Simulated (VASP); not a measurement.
Input of a VASP 6.6.1 run:

INCAR

```
PREC     = Accurate       # precision mode
ENCUT    = 520            # plane-wave cutoff, eV
EDIFF    = 1E-6           # SCF threshold, eV
ISMEAR   = -1             # smearing method
SIGMA    = 0.293          # smearing width, eV
LREAL    = Auto         
LASPH    = True           # aspherical terms in the spheres
NELM     = 80             # most SCF steps
ALGO     = Normal         # electronic algorithm
ISIF     = 2              # what is computed and relaxed
LWAVE    = False          # write WAVECAR
LCHARG   = False          # write CHGCAR
GGA      = PE             # functional
ISYM     = 0            
NBANDS   = 94             # bands
```

KPOINTS

```
regular mesh
0
Gamma
  1 1 1
```

The input POSCAR:

```
BaBi6O10
1.0
    6.8988500000      0.3663110000     -0.3031620000
    0.3663110000      6.5432810000      0.0645600000
   -0.3031620000      0.0645600000      6.7022220000
Bi O Ba
6 10 1
Direct
    0.3825996330      0.9542763844      0.0501395786
    0.5774260274     -0.0075539697      0.4969832861
    0.6348676743      0.5228749494      0.8635109292
    0.9741080932      0.1175315564      0.1854939631
    0.3788728827      0.6000913389      0.3382193195
    0.8812415016      0.6216151312      0.2837835666
    0.1430069118      0.4477864664      0.0105532415
    0.7182786869      0.3817645490      0.3379166020
    0.2756532489      0.9195901914      0.4300519809
    0.1613738731      0.3841716917      0.5246846944
    0.3364134300      0.8367674464      0.7850453270
    0.7220764220     -0.0260855521      0.8001481024
    0.1179381485      0.7633361929      0.1577408776
    0.6336772844      0.2433824571      0.6851492089
    0.7226123707      0.5677899936      0.6101558691
    0.6644459995      0.8628898534      0.1420901321
   -0.0034210264      0.1648383473      0.7531681152
```

Potentials or basis: VASP PAW PBE potentials, release 64 (Bi_d, O, Ba_sv).

Command:

```bash
$ cat potpaw_PBE.64/Bi_d/POTCAR potpaw_PBE.64/O/POTCAR potpaw_PBE.64/Ba_sv/POTCAR > POTCAR
$ mpirun -np 1 vasp_gam > vasp.out
```

Question: What does it give for the pressure?

Answer: 13.0 GPa.

Question: What does it give for the largest force?

Answer: 4.824 eV/Å.

Forces in eV/Å, atoms in the order of the input:
```
Bi  -1.773  2.338 -0.541
Bi  -0.420  0.236  1.708
Bi  -3.197  0.307  2.706
Bi  -0.150 -0.078  3.552
Bi  -2.372 -2.939  1.377
Bi   2.385 -0.714  1.948
O   -1.087 -1.537  1.020
O   -0.264 -2.434 -1.848
O    0.464  0.775  0.671
O    0.194  0.753 -2.279
O    0.392 -0.971 -1.390
O   -0.443 -2.049  0.105
O    0.897  1.558 -2.186
O   -0.992  1.681  0.691
O    1.193  2.320 -3.018
O    1.887 -0.564  0.762
Ba   3.287  1.316 -3.276
```

Caveat: the k points lie up to 0.96 Å⁻¹ apart; the atoms stand as in a frame of molecular dynamics.
